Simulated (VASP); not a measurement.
The system is SiAs5.

```
CELL_PARAMETERS angstrom
0.00000 4.18671 4.18671
4.18671 0.00000 4.18671
4.18671 4.18671 0.00000
ATOMIC_POSITIONS crystal
Si 0.75000 0.75000 0.75000
As 0.11334 0.11334 0.11334
As 0.11334 0.11334 0.65997
As 0.11334 0.65997 0.11334
As 0.65997 0.11334 0.11334
As 0.50000 0.50000 0.50000
```

```yaml
Program: VASP 6.6.1
Task: relaxation of cell and atoms
Functional: PBE
Potentials_or_basis: VASP PAW PBE potentials, release 64 (Si, As)
Cutoff: 600 eV
k_mesh: 4 × 4 × 4
Occupations: gaussian, width 0.1 eV
Spin: no spin polarisation
```

At the start: pressure -7.3 GPa; volume 24.46 Å³/atom.

**Question.** Where does the relaxation end?

**Answer.** Over 11 steps the energy falls by 153.0 meV/atom and the volume is 19.85 Å³/atom (-18.9 %); space group F-43m (No. 216, to 0.05 Å).

The path:
| step | energy change (eV) | largest force (eV/Å) | pressure (GPa) | volume (Å³) |
| --- | --- | --- | --- | --- |
| 1 | 0.0000 | 0.1356 | -7.35 | 146.77 |
| 2 | -0.4828 | 1.5630 | 1.68 | 124.21 |
| 3 | -0.5026 | 1.2493 | -0.24 | 127.48 |
| 4 | -0.7492 | 0.9588 | 0.29 | 121.45 |
| 5 | -0.6035 | 0.3604 | 9.10 | 107.70 |
| 6 | -0.8516 | 0.5731 | 2.28 | 116.45 |
| 7 | -0.8560 | 0.4253 | 3.05 | 115.06 |
| 8 | -0.9096 | 0.0028 | -1.29 | 121.04 |
| 9 | -0.9162 | 0.0737 | -0.27 | 119.41 |
| 10 | -0.9162 | 0.0693 | -0.32 | 119.50 |
| 11 | -0.9180 | 0.0320 | -0.09 | 119.08 |

Final structure:
```
Si As
1.0
     0.00000    3.90485    3.90485
     3.90485    0.00000    3.90485
     3.90485    3.90485    0.00000
Si As
1 5
Direct
  0.75000 0.75000 0.75000
  0.12392 0.12392 0.12392
  0.12392 0.12392 0.62824
  0.12392 0.62824 0.12392
  0.62824 0.12392 0.12392
  0.50000 0.50000 0.50000
```

Caveat: the volume moved by over 15 % at a fixed basis, so the end points are rough.
